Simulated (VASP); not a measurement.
# ZnTe2O3 (R-3m) in VASP: relaxation of cell and atoms with PBE

Aim: the relaxation of cell and atoms of ZnTe2O3 with PBE.

All numbers are computed with VASP 6.6.1; they aren't measurements. Logs are shortened: lines on timing, memory, paths and dates and some standing lists are left out, and cuts for length are marked.

### Step 1. The cell of the first run

It takes space group R-3m (No. 166, trigonal). The conventional cell has a = 5.782 Å, b = 5.782 Å, c = 9.231 Å, α = 90.00°, β = 90.00°, γ = 120.00°. Zn (site symmetry -3m) has 6 O at 2.27 Å and 2 Te at 3.02 Å within 3.1 Å. Within 3.4 Å of Te (site symmetry 3m) lie 9 O at 2.23 to 3.30 Å and 4 Zn at 3.02 to 3.34 Å and 4 Te at 3.19 to 3.34 Å. O (site symmetry 2/m) has 2 Te at 2.23 Å and 2 Zn at 2.27 Å and 4 O at 2.89 Å within 3.0 Å.

The cell was built from a structure type or drawn by symmetry, and may not be a known phase.

### Step 2. Relaxation of cell and atoms, PBE

Contents of INCAR:

```
PREC     = Accurate       # precision mode
ENCUT    = 600            # plane-wave cutoff, eV
EDIFF    = 1E-7           # SCF threshold, eV
ISMEAR   = 0              # smearing method
SIGMA    = 0.1            # smearing width, eV
LREAL    = F              # projectors in reciprocal space
LASPH    = T              # aspherical terms in the spheres
NELM     = 100            # most SCF steps
ALGO     = Fast           # electronic algorithm
ISIF     = 3              # what is computed and relaxed
LWAVE    = F              # write WAVECAR
LCHARG   = F              # write CHGCAR
GGA      = PE             # functional
IBRION   = 2              # ionic algorithm
NSW      = 100            # ionic steps
EDIFFG   = -0.01          # ionic threshold
```

Contents of KPOINTS:

```
Automatic mesh
0
Gamma
  12 12 12
```

Contents of POSCAR:

```
ZnTe2O3
1.0
    2.8911656335      1.6692152568      3.0770597916
   -2.8911656335      1.6692152568      3.0770597916
    0.0000000000     -3.3384305136      3.0770597916
Zn Te O
1 2 3
Direct
    0.0000000000      0.0000000000      0.0000000000
    0.6730027327      0.6730027327      0.6730027327
    0.3269972673      0.3269972673      0.3269972673
    0.0000000000      0.5000000000      0.0000000000
    0.5000000000      0.0000000000      0.0000000000
    0.0000000000      0.0000000000      0.5000000000
```

Potentials or basis: VASP PAW PBE potentials, release 64 (Zn, Te, O).

The run is started by

```sh
$ cat potpaw_PBE.64/Zn/POTCAR potpaw_PBE.64/Te/POTCAR potpaw_PBE.64/O/POTCAR > POTCAR
$ mpirun -np 1 vasp_std > vasp.out
```

OUTCAR:

```text
PREC = Accurate
   ENCUT = 600
   EDIFF = 1E-7
   ISMEAR = 0
   LREAL = F
   LASPH = T
   NELM = 100
   ISIF = 3
   GGA = PE
   IBRION = 2
   NSW = 100
   EDIFFG = -0.01

 ion  position               nearest neighbor table
   1  0.000  0.000  0.000-   4 2.27   5 2.27   4 2.27   5 2.27   6 2.27   6 2.27   2 3.02   3 3.02
                             3 3.34   2 3.34   3 3.34   2 3.34   3 3.34   2 3.34
   2  0.673  0.673  0.673-   4 2.23   5 2.23   6 2.23   1 3.02   3 3.19   1 3.34   1 3.34   1 3.34
                             3 3.34   3 3.34   3 3.34
   3  0.327  0.327  0.327-   4 2.23   5 2.23   6 2.23   1 3.02   2 3.19   1 3.34   1 3.34   1 3.34
                             2 3.34   2 3.34   2 3.34
   4  0.000  0.500  0.000-   2 2.23   3 2.23   1 2.27   1 2.27
   5  0.500  0.000  0.000-   2 2.23   3 2.23   1 2.27   1 2.27
   6  0.000  0.000  0.500-   2 2.23   3 2.23   1 2.27   1 2.27

  LATTYP: Found a trigonal (rhomboedric) cell.
 ALAT       =     4.5401999135
 COS(alpha) =     0.1889904107

  Lattice vectors:

 A1 = (   2.8911656335,   1.6692152568,   3.0770597916)
 A2 = (  -2.8911656335,   1.6692152568,   3.0770597916)
 A3 = (   0.0000000000,  -3.3384305136,   3.0770597916)

Analysis of symmetry for initial positions (statically):
=====================================================================
 Subroutine PRICEL returns:
 Original cell was already a primitive cell.

 Routine SETGRP: Setting up the symmetry group for a
 trigonal (rhombohedral) supercell.

 Subroutine GETGRP returns: Found 12 space group operations
 (whereof 12 operations were pure point group operations)
 out of a pool of 12 trial point group operations.

The static configuration has the point symmetry D_3d.

Analysis of symmetry for dynamics (positions and initial velocities):
=====================================================================
 Subroutine PRICEL returns:
 Original cell was already a primitive cell.

 Routine SETGRP: Setting up the symmetry group for a
 trigonal (rhombohedral) supercell.

 Subroutine GETGRP returns: Found 12 space group operations
 (whereof 12 operations were pure point group operations)
 out of a pool of 12 trial point group operations.

The dynamic configuration has the point symmetry D_3d.

 Subroutine INISYM returns: Found 12 space group operations
 (whereof 12 operations are pure point group operations),
 and found     1 'primitive' translations

----------------------------------------------------------------------------------------

                                     Primitive cell

  volume of cell :      89.0989

  direct lattice vectors                    reciprocal lattice vectors
     2.891165633  1.669215257  3.077059792     0.172940628  0.099847318  0.108328520
    -2.891165633  1.669215257  3.077059792    -0.172940628  0.099847318  0.108328520
     0.000000000 -3.338430514  3.077059792     0.000000000 -0.199694636  0.108328520

  length of vectors
     4.540199914  4.540199914  4.540199914     0.227184982  0.227184982  0.227184982

  position of ions in fractional coordinates (direct lattice)
     0.000000000  0.000000000  0.000000000
     0.673002733  0.673002733  0.673002733
     0.326997267  0.326997267  0.326997267
     1.000000000  0.500000000  0.000000000
     0.500000000  1.000000000  0.000000000
     0.000000000  0.000000000  0.500000000

  ion indices of the primitive-cell ions
   primitive index   ion index
                 1           1
                 2           2
                 3           3
                 4           4
                 5           5
                 6           6

----------------------------------------------------------------------------------------

 KPOINTS: Automatic mesh

Automatic generation of k-mesh.
 Grid dimensions read from file:
 generate k-points for:   12   12   12

 Generating k-lattice:

  Cartesian coordinates                     Fractional coordinates (reciprocal lattice)
     0.014411719  0.008320610  0.009027377     0.083333333 -0.000000000  0.000000000
    -0.014411719  0.008320610  0.009027377    -0.000000000  0.083333333  0.000000000
     0.000000000 -0.016641220  0.009027377     0.000000000  0.000000000  0.083333333

  Length of vectors
     0.018932082  0.018932082  0.018932082

  Shift w.r.t. Gamma in fractional coordinates (k-lattice)
     0.000000000  0.000000000  0.000000000

 Subroutine IBZKPT returns following result:
 ===========================================

 Found    189 irreducible k-points:

 Following reciprocal coordinates:
            Coordinates               Weight
  0.000000  0.000000  0.000000      1.000000
  0.083333  0.000000 -0.000000      6.000000
  0.166667 -0.000000 -0.000000      6.000000
  0.250000 -0.000000 -0.000000      6.000000
  0.333333  0.000000 -0.000000      6.000000
  0.416667 -0.000000  0.000000      6.000000
[... 16 lines left out ...]
  0.500000  0.166667 -0.000000     12.000000
 -0.416667  0.166667  0.000000     12.000000
 [... further k-points ...]
   k-points           NKPTS =    189   k-points in BZ     NKDIM =    189   number of bands    NBANDS=     25
   number of dos      NEDOS =    301   number of ions     NIONS =      6
   total plane-waves  NPLWV =  46656
   dimension x,y,z NGX =    36 NGY =   36 NGZ =   36
   dimension x,y,z NGXF=    72 NGYF=   72 NGZF=   72
   ions per type =               1   2   3
   NGX,Y,Z   is equivalent  to a cutoff of  13.18, 13.18, 13.18 a.u.
   NGXF,Y,Z  is equivalent  to a cutoff of  26.36, 26.36, 26.36 a.u.
 SYSTEM =  unknown system
   PREC   = accura    normal or accurate (medium, high low for compatibility)
   ISTART =      0    job   : 0-new  1-cont  2-samecut
   ICHARG =      2    charge: 1-file 2-atom 10-const
   ISPIN  =      1    spin polarized calculation?
   LNONCOLLINEAR =      F non collinear calculations
   LSORBIT =      F    spin-orbit coupling
   LASPH  =      T    aspherical Exc in radial PAW
   ENCUT  =  600.0 eV  44.10 Ry    6.64 a.u.   9.07  9.07  9.07*2*pi/ulx,y,z
   NELM   =    100;   NELMIN=  2; NELMDL= -5     # of ELM steps
   EDIFF  = 0.1E-06   stopping-criterion for ELM
   LREAL  =      F    real-space projection
   EDIFFG = -.1E-01   stopping-criterion for IOM
   NSW    =    100    number of steps for IOM
   IBRION =      2    ionic relax: 0-MD 1-quasi-New 2-CG
   NFREE  =      1    steps in history (QN), initial steepest desc. (CG)
   ISIF   =      3    stress and relaxation
   ISYM   =      2    0-nonsym 1-usesym 2-fastsym
   POTIM  = 0.5000    time-step for ionic-motion
   TEBEG  =    0.0;   TEEND  =   0.0 temperature during run
   PSTRESS=    0.0 pullay stress
   NELECT =      42.0000    total number of electrons
   NUPDOWN=      -1.0000    fix difference up-down
   EMIN   =  10.00;   EMAX   =-10.00  energy-range for DOS
   EFERMI =   0.00;   METHOD = LEGACY
   ISMEAR =     0;   SIGMA  =   0.10  broadening in eV -4-tet -1-fermi 0-gaus
   EFERMI_NEDOS =   21; number of points for ismear=-14 and -15
   IALGO  =     68    algorithm
   IMIX   =      4    mixing-type and parameters
     AMIX     =   0.40;   BMIX     =  1.00
     AMIX_MAG =   1.60;   BMIX_MAG =  1.00
  volume/ion in A,a.u.               =      14.85       100.21
  Fermi-wavevector in a.u.,A,eV,Ry     =   1.274091  2.407683 22.086442  1.623308
  Thomas-Fermi vector in A             =   2.406878
   LORBIT       =      0    0 simple, 1 ext, 2 COOP (PROOUT), +10 PAW based schemes
   GGA     = PE    functional components
   LHFCALC =     F    Hartree Fock is set to
   AEXX    =    0.0000 exact exchange contribution
   IVDW    =     0    specifies the selected vdW correction
   LEPSILON=     F    determine dielectric tensor
   LRPA    =     F    only Hartree local field effects (RPA)
 conjugate gradient relaxation of ions
 non-spin polarized calculation
 RMM-DIIS sequential band-by-band and
 Gauss-broadening in eV      SIGMA  =   0.10
  energy-cutoff  :      600.00
  volume of cell :       89.10
 maximum number of plane-waves:      3000
   NGX = 19   NGY = 19   NGZ = 19

--------------------------------------- Ionic step        1  -------------------------------------------

 number of electron      41.9999979 magnetization

 Free energy of the ion-electron system (eV)
  ---------------------------------------------------
  ext. energy  EPLUGINS =         0.00000000
  ---------------------------------------------------
  free energy    TOTEN  =       -24.13570692 eV

  energy without entropy =      -24.12186981  energy(sigma->0) =      -24.12878836

------------------------ aborting loop because EDIFF is reached ----------------------------------------

  FORCE on cell =-STRESS in cart. coord.  units (eV):
  Direction    XX          YY          ZZ          XY          YZ          ZX
  --------------------------------------------------------------------------------------
  -------------------------------------------------------------------------------------
  Total        0.1030975      0.1030975     -0.3933300      0.0000000     -0.0000000      0.0000000
  in kB        1.8538994      1.8538994     -7.0728613      0.0000000     -0.0000000      0.0000000
  external PRESSURE =      -1.1216875 kB  Pullay stress =       0.0000000 kB
[... 305 lines left out ...]
  energy  without entropy=      -24.1242911360  energy(sigma->0) =      -24.13122320

--------------------------------------- Ionic step        9  -------------------------------------------

 number of electron      41.9999982 magnetization

 Free energy of the ion-electron system (eV)
  ---------------------------------------------------
  ext. energy  EPLUGINS =         0.00000000
  ---------------------------------------------------
  free energy    TOTEN  =       -24.13815955 eV

  energy without entropy =      -24.12428793  energy(sigma->0) =      -24.13122374

 E-fermi :   6.9250     XC(G=0): -10.9106

 val. band max:        6.9218063024   @ k =   0.4167  -0.0000   0.0000
 cond. band min:       6.9266991435   @ k =  -0.4167   0.4167   0.1667
 fundamental gap:      0.0048928411
 Fermi energy:         6.9250159410

 k-point     1 :       0.0000    0.0000    0.0000
  band No.  band energies     occupation
      1     -12.9187      2.00000
      2     -11.3591      2.00000
      3     -11.3591      2.00000
      4      -4.9443      2.00000
      5      -4.3466      2.00000
      6       0.0029      2.00000
[... 661 lines left out ...]
     24       9.1409      0.00000
     25       9.6593      0.00000

 [... further k-points ...]

------------------------ aborting loop because EDIFF is reached ----------------------------------------

  FORCE on cell =-STRESS in cart. coord.  units (eV):
  Direction    XX          YY          ZZ          XY          YZ          ZX
  --------------------------------------------------------------------------------------
  -------------------------------------------------------------------------------------
  Total        0.0076428      0.0076428      0.0367219     -0.0000000      0.0000000      0.0000000
  in kB        0.1372474      0.1372474      0.6594386     -0.0000000      0.0000000      0.0000000
  external PRESSURE =       0.3113111 kB  Pullay stress =       0.0000000 kB
[... 21 lines left out ...]
  FREE ENERGIE OF THE ION-ELECTRON SYSTEM (eV)
  ---------------------------------------------------
  free  energy   TOTEN  =       -24.1381595518 eV

  energy  without entropy=      -24.1242879314  energy(sigma->0) =      -24.13122374

 reached required accuracy - stopping structural energy minimisation
```

Run time: 31 min. Hardware: 1 thread of Oxide Virtual Turin-like, shared host; peak memory 0.58 GiB.

Results:

- Free energy: -24.1382 eV
- Relaxed volume: 14.87 Å³/atom
- Relaxed cell: a = 4.534 Å, b = 4.534 Å, c = 4.534 Å, α = 79.76°, β = 79.76°, γ = 79.76°
- Space group after relaxing (to 0.1 Å): R-3m (No. 166)
- Energy gained by relaxing: 0.4 meV/atom
- Ionic steps: 9
- Pressure after relaxing: 0.0 GPa
- Largest force after relaxing: 0.008 eV/Å
- Band gap on the k mesh: zero (bands 21 and 22 overlap by 2.28 eV)

Forces in eV/Å, atoms in the order of the input:
```
Zn   0.000  0.000  0.000
Te   0.000  0.000 -0.008
Te   0.000  0.000  0.008
O    0.000  0.000  0.000
O    0.000  0.000  0.000
O    0.000  0.000  0.000
```

Step by step:
| step | energy change (eV) | largest force (eV/Å) | pressure (GPa) | volume (Å³) |
| --- | --- | --- | --- | --- |
| 1 | 0.0000 | 0.0019 | -0.11 | 89.10 |
| 2 | -0.0009 | 0.0606 | 0.23 | 88.96 |
| 3 | -0.0010 | 0.0804 | 0.33 | 88.92 |
| 4 | -0.0016 | 0.0644 | 0.21 | 89.04 |
| 5 | -0.0023 | 0.0317 | -0.03 | 89.29 |
| 6 | -0.0024 | 0.0214 | -0.09 | 89.36 |
| 7 | -0.0024 | 0.0160 | -0.05 | 89.30 |
| 8 | -0.0024 | 0.0105 | 0.00 | 89.25 |
| 9 | -0.0025 | 0.0077 | 0.03 | 89.22 |

Final structure:
```
Zn Te O
1.0
     2.90708    1.67840    3.04759
    -2.90708    1.67840    3.04759
     0.00000   -3.35681    3.04759
Zn Te O
1 2 3
Direct
  0.00000 0.00000 0.00000
  0.67196 0.67196 0.67196
  0.32804 0.32804 0.32804
  0.00000 0.50000 0.00000
  0.50000 0.00000 0.00000
  0.00000 0.00000 0.50000
```

Caveat: spin-orbit coupling is left out, which moves the levels of the heavy elements.
